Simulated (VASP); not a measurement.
# Ti2Hg (F-43m) in VASP: notebook, part 3 of 3

VASP 6.6.1. Earlier steps stand in the parts before.

## 4. Relaxation of cell and atoms, PBE

The input, INCAR:

```
PREC = Accurate ; ENCUT = 600
EDIFF = 1E-6 ; ISMEAR = 0
SIGMA = 0.1 ; LREAL = False
LASPH = True ; NELM = 100
ALGO = Fast ; ISIF = 3
LWAVE = False ; LCHARG = False
GGA = PE ; IBRION = 2
NSW = 90 ; EDIFFG = -0.04
```

The input, KPOINTS:

```
regular mesh
0
Gamma
  6 6 6
```

The input, POSCAR:

```
Ti2Hg
1.0
    0.0000000000      2.9514783600      2.9514783600
    2.9514783600      0.0000000000      2.9514783600
    2.9514783600      2.9514783600      0.0000000000
Ti Hg
2 1
Direct
    0.7500000000      0.7500000000      0.7500000000
    0.5000000000      0.5000000000      0.5000000000
    0.0000000000      0.0000000000      0.0000000000
```

Potentials or basis: VASP PAW PBE potentials, release 64 (Ti_sv, Hg).

Command:

```
cat potpaw_PBE.64/Ti_sv/POTCAR potpaw_PBE.64/Hg/POTCAR > POTCAR
mpirun -np 1 vasp_std > vasp.out
```

OUTCAR:

```text
PREC = Accurate
   ENCUT = 600
   EDIFF = 1E-6
   ISMEAR = 0
   LREAL = False
   LASPH = True
   NELM = 100
   ISIF = 3
   GGA = PE
   IBRION = 2
   NSW = 90
   EDIFFG = -0.04

 ion  position               nearest neighbor table
   1  0.750  0.750  0.750-   2 2.56   2 2.56   2 2.56   2 2.56   3 2.56   3 2.56   3 2.56   3 2.56

   2  0.500  0.500  0.500-   1 2.56   1 2.56   1 2.56   1 2.56   3 2.95   3 2.95   3 2.95   3 2.95
                             3 2.95   3 2.95
   3  0.000  0.000  0.000-   1 2.56   1 2.56   1 2.56   1 2.56   2 2.95   2 2.95   2 2.95   2 2.95
                             2 2.95   2 2.95

  LATTYP: Found a face centered cubic cell.
 ALAT       =     5.9029567200

  Lattice vectors:

 A1 = (   0.0000000000,   2.9514783600,   2.9514783600)
 A2 = (   2.9514783600,   0.0000000000,   2.9514783600)
 A3 = (   2.9514783600,   2.9514783600,   0.0000000000)
[... 357 lines left out ...]

 E-fermi :   3.8860     XC(G=0):  -9.8607

 val. band max:        3.8622593876   @ k =   0.5000   0.1667   0.0000
 cond. band min:       3.8938914990   @ k =  -0.3333   0.1667   0.0000
 fundamental gap:      0.0316321113
 Fermi energy:         3.8859573464

 k-point     1 :       0.0000    0.0000    0.0000
  band No.  band energies     occupation
      1     -53.3677      2.00000
      2     -53.1319      2.00000
      3     -29.6379      2.00000
      4     -29.6379      2.00000
      5     -29.6379      2.00000
      6     -29.3674      2.00000
[... 462 lines left out ...]
--------------------------------------- Ionic step        8  -------------------------------------------

 number of electron      36.0000004 magnetization

 Free energy of the ion-electron system (eV)
  ---------------------------------------------------
  ext. energy  EPLUGINS =         0.00000000
  ---------------------------------------------------
  free energy    TOTEN  =       -13.56384823 eV

  energy without entropy =      -13.50255568  energy(sigma->0) =      -13.53320195

 E-fermi :   5.2943     XC(G=0): -10.6486

 val. band max:        5.2726006322   @ k =   0.5000   0.5000   0.0000
 cond. band min:       5.3347123546   @ k =  -0.3333   0.1667   0.0000
 fundamental gap:      0.0621117224
 Fermi energy:         5.2943461559

 k-point     1 :       0.0000    0.0000    0.0000
  band No.  band energies     occupation
      1     -51.7294      2.00000
      2     -51.4652      2.00000
      3     -28.0537      2.00000
      4     -28.0537      2.00000
      5     -28.0537      2.00000
      6     -27.7051      2.00000
[... 419 lines left out ...]
  FREE ENERGIE OF THE ION-ELECTRON SYSTEM (eV)
  ---------------------------------------------------
  free  energy   TOTEN  =       -13.5638482258 eV

  energy  without entropy=      -13.5025556796  energy(sigma->0) =      -13.53320195

 reached required accuracy - stopping structural energy minimisation
```

OSZICAR:

```text
N       E                     dE             d eps       ncg     rms          rms(c)
DAV:   1     0.457172320807E+03    0.45717E+03   -0.21100E+04   704   0.218E+03
DAV:   2     0.314654468971E+02   -0.42571E+03   -0.41956E+03   722   0.581E+02
DAV:   3    -0.102881744909E+02   -0.41754E+02   -0.41155E+02  1254   0.161E+02
DAV:   4    -0.137091069945E+02   -0.34209E+01   -0.33852E+01   950   0.409E+01
[... 366 lines left out ...]
RMM:  16    -0.135638412956E+02   -0.32969E-05   -0.37244E-05   663   0.251E-02    0.695E-03
RMM:  17    -0.135638446203E+02   -0.33246E-05   -0.33592E-05   641   0.221E-02    0.911E-03
RMM:  18    -0.135638459569E+02   -0.13366E-05   -0.21407E-05   685   0.225E-02    0.448E-03
RMM:  19    -0.135638474504E+02   -0.14936E-05   -0.19792E-05   654   0.192E-02    0.138E-03
RMM:  20    -0.135638482258E+02   -0.77535E-06   -0.94155E-06   577   0.153E-02
   8 F= -.13563848E+02 E0= -.13533202E+02  d E =-.362796E+00
```

CONTCAR:

```text
Ti2Hg
   1.00000000000000
     0.0000000000000000    3.1820264952419683    3.1820264952419683
     3.1820264952419683   -0.0000000000000000    3.1820264952419683
     3.1820264952419683    3.1820264952419683   -0.0000000000000000
  Ti              Hg
     2     1
Direct
     0.7500000000000000    0.7500000000000000    0.7500000000000000
     0.5000000000000000    0.5000000000000000    0.5000000000000000
     0.0000000000000000    0.0000000000000000    0.0000000000000000

  0.00000000E+00  0.00000000E+00  0.00000000E+00
  0.00000000E+00  0.00000000E+00  0.00000000E+00
  0.00000000E+00  0.00000000E+00  0.00000000E+00
```

Wall time 16 min (1 thread of Oxide Virtual Turin-like, shared host); peak memory 0.2 GiB.

Results:

```yaml
Free_energy: -13.5638 eV
Relaxed_volume: 21.48 Å³/atom
Relaxed_cell: a = 4.500 Å, b = 4.500 Å, c = 4.500 Å, α = 60.00°, β = 60.00°, γ = 60.00°
Space_group_after_relaxing_to_0.1_Å: F-43m (No. 216)
Energy_gained_by_relaxing: 293.4 meV/atom
Ionic_steps: 8
Pressure_after_relaxing: 0.0 GPa
Band_gap_on_the_k_mesh: zero (bands 18 and 19 overlap by 0.40 eV)
```

Step by step:
```
step  energy change (eV)  largest force (eV/Å)  pressure (GPa)  volume (Å³)
   1              0.0000                0.0000           26.40        51.42
   2              1.3712                0.0000            7.00        75.43
   3              0.6731                0.0000          -11.57        94.08
   4             -0.2403                0.0000           -9.95        81.22
   5             -0.4485                0.0000           -8.86        77.69
   6             -0.5174                0.0000           -8.35        76.41
   7             -0.8667                0.0000            2.29        62.56
   8             -0.8802                0.0000            0.05        64.44
```

Final structure:
```
CELL_PARAMETERS angstrom
0.00000 3.18203 3.18203
3.18203 0.00000 3.18203
3.18203 3.18203 0.00000
ATOMIC_POSITIONS crystal
Ti 0.75000 0.75000 0.75000
Ti 0.50000 0.50000 0.50000
Hg 0.00000 0.00000 0.00000
```

Caveat: the volume moved by over 15 % at a fixed basis, so the end points are rough; spin-orbit coupling is left out, which moves the levels of the heavy elements.

## 5. Single point, PBE, collinear spin

This run uses another cell than the first one, of 21.45 Å³/atom.

The input, INCAR:

```
PREC = Accurate
ENCUT = 520
EDIFF = 1E-7
ISMEAR = 0
SIGMA = 0.1
LREAL = False
LASPH = True
NELM = 150
ALGO = Normal
ISIF = 2
LWAVE = False
LCHARG = False
ISPIN = 2
MAGMOM = 1 1 0
LORBIT = 11
LMAXMIX = 4
GGA = PE
NBANDS = 29
```

The input, KPOINTS:

```
Automatic mesh
0
Gamma
  6 6 6
```

The input, POSCAR:

```
Ti2Hg
1.0
    0.0000000000      3.1803393033      3.1803393033
    3.1803393033      0.0000000000      3.1803393033
    3.1803393033      3.1803393033      0.0000000000
Ti Hg
2 1
Direct
    0.2500000000      0.2500000000      0.2500000000
    0.5000000000      0.5000000000      0.5000000000
    0.0000000000      0.0000000000      0.0000000000
```

Command:

```
cat potpaw_PBE.64/Ti_sv/POTCAR potpaw_PBE.64/Hg/POTCAR > POTCAR
mpirun -np 1 vasp_std > vasp.out
```

It took 69 s on 1 thread of Oxide Virtual Turin-like, shared host; peak memory 0.22 GiB.

The run converged. Its results:

```
Free energy                                           : -14.0491 eV
Pressure                                              : 1.3 GPa
Net moment                                            : 2.81 μB per cell
Site moments                                          : Ti +1.00, +1.23; Hg -0.00 μB
Valence electrons inside the program's atomic spheres : Ti 10.30, 10.20; Hg 10.64
```

Levels at points of the mesh, in eV from the Fermi level:
Spin up:
| k point | band 15 | band 16 | band 17 | band 18 | band 19 | band 20 | band 21 | band 22 | band 23 | band 24 |
| --- | --- | --- | --- | --- | --- | --- | --- | --- | --- | --- |
| (0.00, 0.00, 0.00) | -0.98 | -0.98 | -0.98 | 0.07 | 0.07 | 0.72 | 0.72 | 0.72 | 2.60 | 2.60 |
| (0.50, 0.00, 0.00) | -3.30 | -1.09 | -1.09 | -0.53 | -0.53 | -0.47 | 1.65 | 1.65 | 2.07 | 2.07 |
| (0.50, 0.50, 0.00) | -2.51 | -0.65 | -0.44 | -0.44 | -0.44 | 0.87 | 0.87 | 0.95 | 1.29 | 2.23 |
Spin down:
```csv
k point,band 14,band 15,band 16,band 17,band 18,band 19,band 20,band 21
"(0.00, 0.00, 0.00)",-7.15,0.16,0.16,0.16,0.67,0.67,1.81,1.81
"(0.50, 0.00, 0.00)",-5.16,-2.70,-0.57,-0.57,0.85,0.85,0.97,2.32
"(0.50, 0.50, 0.00)",-4.97,-2.11,0.52,0.75,0.86,0.86,1.39,1.39
```

Caveat: spin-orbit coupling is left out, which moves the levels of the heavy elements.

## 6. Single point, PBE, collinear spin

This run uses another cell than the first one, of 21.87 Å³/atom.

The input, INCAR:

```
  PREC = Accurate
  ENCUT = 520
  EDIFF = 1E-7
  ISMEAR = 0
  SIGMA = 0.1
  LREAL = F
  LASPH = T
  NELM = 150
  ALGO = Fast
  ISIF = 2
  LWAVE = F
  LCHARG = F
  ISPIN = 2
  MAGMOM = 1.1 1.35 0
  LORBIT = 11
  LMAXMIX = 4
  GGA = PE
  NBANDS = 29
```

The input, KPOINTS:

```
Automatic mesh
0
Gamma
  12 12 12
```

The input, POSCAR:

```
Ti2Hg
1.0
    0.0000000000      3.2011049192      3.2011049192
    3.2011049192      0.0000000000      3.2011049192
    3.2011049192      3.2011049192      0.0000000000
Ti Hg
2 1
Direct
    0.2500000000      0.2500000000      0.2500000000
    0.5000000000      0.5000000000      0.5000000000
    0.0000000000      0.0000000000      0.0000000000
```

Potentials or basis: VASP PAW PBE potentials, release 64 (Ti_sv, Hg).

Command:

```
cat potpaw_PBE.64/Ti_sv/POTCAR potpaw_PBE.64/Hg/POTCAR > POTCAR
mpirun -np 1 vasp_std > vasp.out
```

Run time: 12 min. Hardware: 1 thread of Oxide Virtual Turin-like, shared host; peak memory 0.36 GiB.

Results (log left out):

```yaml
Free_energy: -14.0518 eV
Pressure: 0.1 GPa
Net_moment: 3.03 μB per cell
Site_moments: Ti +1.07, +1.28; Hg +0.01 μB
Valence_electrons_inside_the_program's_atomic_spheres: Ti 10.29, 10.19; Hg 10.62
```

Levels at points of the mesh, in eV from the Fermi level:
Spin up:
```
           k point  band 16  band 17  band 18  band 19  band 20  band 21  band 22  band 23  band 24  band 25
(0.00, 0.00, 0.00)    -0.98    -0.98     0.05     0.05     0.69     0.69     0.69     2.54     2.54     5.32
(0.50, 0.00, 0.00)    -1.07    -1.07    -0.54    -0.54    -0.49     1.60     1.60     2.01     2.01     2.35
(0.50, 0.50, 0.00)    -0.66    -0.49    -0.45    -0.45     0.82     0.82     0.93     1.26     2.17     2.17
```
Spin down:
```csv
k point,band 13,band 14,band 15,band 16,band 17,band 18,band 19,band 20,band 21,band 22
"(0.00, 0.00, 0.00)",-7.20,-7.06,0.22,0.22,0.22,0.70,0.70,1.83,1.83,1.83
"(0.50, 0.00, 0.00)",-7.08,-5.11,-2.64,-0.50,-0.50,0.91,0.91,1.02,2.32,2.32
"(0.50, 0.50, 0.00)",-7.07,-4.91,-2.05,0.56,0.76,0.90,0.90,1.41,1.41,1.54
```

Caveat: spin-orbit coupling is left out, which moves the levels of the heavy elements.

## 7. Summary

```tsv
task	spin	cell	k mesh	cutoff (eV)	gap on the mesh (eV)	pressure (GPa)	moment (μB)
single point	off	a = 4.174 Å, angles 60.0°, 3 atoms	6 × 6 × 6	520	none	26.6	-
single point	off	a = 4.498 Å, angles 60.0°, 3 atoms	6 × 6 × 6	520	none	0.2	-
relaxation of cell and atoms	off	relaxed from a = 4.174 Å, angles 60.0°, 3 atoms	6 × 6 × 6	600	none	0.0	-
single point	collinear	a = 4.498 Å, angles 60.0°, 3 atoms	6 × 6 × 6	520	none	1.3	2.81
single point	collinear	a = 4.527 Å, angles 60.0°, 3 atoms	12 × 12 × 12	520	none	0.1	3.03
```

Alike in all rows: level PBE; potentials or basis VASP PAW PBE potentials, release 64 (Ti_sv, Hg); smearing gaussian 0.1 eV.

Caveats: spin-orbit coupling is left out, which moves the levels of the heavy elements; the cell stands under pressure (at least some runs); the volume moved by over 15 % at a fixed basis, so the end points are rough (at least some runs).

Total energies depend on the potentials used, so only differences within one code and one set of settings carry meaning.

The gap in the log of VASP goes by the Fermi energy; the results here count the filled bands.